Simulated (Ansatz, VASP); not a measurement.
One calculation of SnO2, two programs

Contents of INCAR:

```
SYSTEM = SnO2
ALGO = Normal
EDIFF = 1E-6
ENCUT = 520
GGA = PE
ISIF = 2
ISMEAR = -1
LASPH = .TRUE.
LCHARG = .TRUE.
LELF = .TRUE.
LREAL = .FALSE.
LVHAR = .TRUE.
LWAVE = .FALSE.
NBANDS = 35
NELM = 80
PREC = Accurate
SIGMA = 0.05
```

Contents of KPOINTS:

```
k-points
0
G
  9 9 3
  0 0 0
```

The input POSCAR:

```
SnO2
1.0
    3.2305756168      0.0000000000      0.0000000000
   -1.6152878084      2.7977605530      0.0000000000
    0.0000000000      0.0000000000     10.7905620000
Sn O
2 4
Direct
    0.0000000000      0.0000000000      0.0000000000
    0.0000000000      0.0000000000      0.5000000000
    0.3333333333      0.6666666667      0.9058620000
    0.3333333333      0.6666666667      0.5941380000
    0.6666666667      0.3333333333      0.0941380000
    0.6666666667      0.3333333333      0.4058620000
```

input.yaml

```yaml
crystal:
  lattice:
    - [3.2305756168, 0.0, 0.0]
    - [-1.6152878084, 2.797760553, 0.0]
    - [0.0, 0.0, 10.790562]
  atoms:
    - { symbol: Sn, position: [0.0, 0.0, 0.0] }
    - { symbol: Sn, position: [0.0, 0.0, 0.5] }
    - { symbol: O, position: [0.3333333333, 0.6666666667, 0.905862] }
    - { symbol: O, position: [0.3333333333, 0.6666666667, 0.594138] }
    - { symbol: O, position: [0.6666666667, 0.3333333333, 0.094138] }
    - { symbol: O, position: [0.6666666667, 0.3333333333, 0.405862] }
hamiltonian:
  xc: pbe
  pseudopotentials: { kind: paw }
kpoints:
  mp_grid: { grid: [9, 9, 3] }
scf:
  occupations: { method: fermi_dirac, width: 0.05 }
output:
  forces: true
  stress: true
  eigenvalues: true
```

Alike in both runs: task single point; functional PBE; k mesh 9 × 9 × 3; occupations fermi-dirac, width 0.05 eV; no spin polarisation.

|  | VASP | Ansatz |
| --- | --- | --- |
| version | VASP 6.6.1 | Ansatz 0.2.0 |
| potentials or method | VASP PAW PBE potentials, release 64 (Sn_d, O) | Ansatz PAW |
| plane-wave cutoff (eV) | 520 | 420 |
| valence electrons in the cell | 52 | 52 |

Ansatz gave:

* gap on the k mesh at the Fermi level (eV): 2.11
* least direct gap on the mesh (eV): 2.50
* pressure (GPa): -0.4
* traceless stress, the component that is largest in VASP (GPa): 0.60
* rms of the force components (eV/Å): 0.045

**Question.** Which values does VASP return?

**Answer.** gap on the k mesh at the Fermi level (eV): 2.08; least direct gap on the mesh (eV): 2.48; pressure (GPa): 0.1; traceless stress, the component that is largest in VASP (GPa): 0.29; rms of the force components (eV/Å): 0.021.

Atom by atom the forces differ by 0.023 eV/Å (rms over components).

Noted on Ansatz's run: odd divisions of the mesh miss points on the zone boundary, where band edges often lie, so the gap on the mesh can be too wide.
